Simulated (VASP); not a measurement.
Sr7RuO8: single point with PBEsol+U

Sr7RuO8:

```xyz
16
Lattice="0.0000 5.1613 5.1613 5.1613 0.0000 5.1613 5.1613 5.1613 0.0000" Properties=species:S:1:pos:R:3 pbc="T T T"
Ru   10.3226    5.1613    5.1613
Sr    2.5807    2.5807    0.0000
Sr    2.5807    0.0000    2.5807
Sr    5.1613    2.5807    2.5807
Sr    0.0000    2.5807    2.5807
Sr    2.5807    5.1613    2.5807
Sr    2.5807    2.5807    5.1613
Sr    5.1613    5.1613    5.1613
O     2.5807    2.5807    2.5807
O     5.1613    5.1613    2.5537
O     5.1613    2.5537    5.1613
O     7.7690    5.1613    5.1613
O     2.5537    5.1613    5.1613
O     5.1613    7.7690    5.1613
O     5.1613    5.1613    7.7690
O     7.7420    7.7420    7.7420
```

- Program: VASP 6.6.1
- Task: single point
- Functional: PBEsol
- Potentials or basis: VASP PAW PBE potentials, release 64 (Ru_pv, Sr_sv, O)
- Cutoff: 600 eV
- k mesh: 3 × 3 × 3
- Occupations: gaussian, width 0.05 eV
- Spin: collinear spin, ferromagnetic start
- Starting moments: [3.29, 0.0, 0.0, 0.0, 0.0, 0.0, 0.0, 0.02, 0.0, 0.08, 0.1, 0.1, 0.1, 0.1, 0.08, 0.0] μB
- Hubbard terms: Ru d U = 2.0 eV

- Pressure: -5.2 GPa
- Largest force: 0.088 eV/Å
- Band gap on the k mesh: zero (filled and empty bands overlap)
- Net moment: 4.00 μB per cell
- Site moments: Ru +3.27; Sr -0.00, -0.01, +0.01 (each value once); O +0.00, +0.09 (each value once) μB
- Valence electrons inside the program's atomic spheres: Ru 11.99; Sr 8.04, 8.03 (each value once); O 4.94, 4.91 (each value once)

Forces on the atoms (eV/Å):
```
Ru   0.000  0.000  0.000
Sr   0.000  0.000  0.000
Sr   0.000  0.000  0.000
Sr   0.000  0.000  0.000
Sr   0.000  0.000  0.000
Sr   0.000  0.000  0.000
Sr   0.000  0.000  0.000
Sr   0.000  0.000  0.000
O    0.000  0.000  0.000
O    0.000  0.000  0.088
O    0.000 -0.072  0.000
O    0.072  0.000  0.000
O   -0.072  0.000  0.000
O    0.000  0.072  0.000
O    0.000  0.000 -0.088
O    0.000  0.000  0.000
```

Stress tensor (GPa, compression positive):
```
-5.24  0.00  0.00
 0.00 -5.24  0.00
 0.00  0.00 -5.02
```

Levels at points of the mesh, in eV from the Fermi level:
Spin up:
| k point | band 66 | band 67 | band 68 | band 69 | band 70 | band 71 |
| --- | --- | --- | --- | --- | --- | --- |
| (0.00, 0.00, 0.00) | -1.58 | -1.07 | -0.94 | 1.34 | 2.13 | 2.15 |
Spin down:
| k point | band 61 | band 62 | band 63 | band 64 | band 65 | band 66 | band 67 | band 68 |
| --- | --- | --- | --- | --- | --- | --- | --- | --- |
| (0.00, 0.00, 0.00) | -1.56 | -1.55 | -1.55 | -0.26 | -0.26 | 0.38 | 1.61 | 1.66 |

Eigenvalues of the final occupation matrices:
| site | spin | trace | eigenvalues |
| --- | --- | --- | --- |
| site 1 d | 1 | 4.51 | 0.88 0.88 0.89 0.93 0.93 |
| site 1 d | 2 | 1.26 | 0.06 0.14 0.16 0.45 0.45 |

Run time: 17 min on 1 thread of Intel Xeon 8259CL (shared host), peak memory 0.81 GiB.

Caveat: the cell stands under tension; the PAW data sets were made with another functional, which shifts forces and pressure a little. The state reached can hang on the start; a lower one may exist.
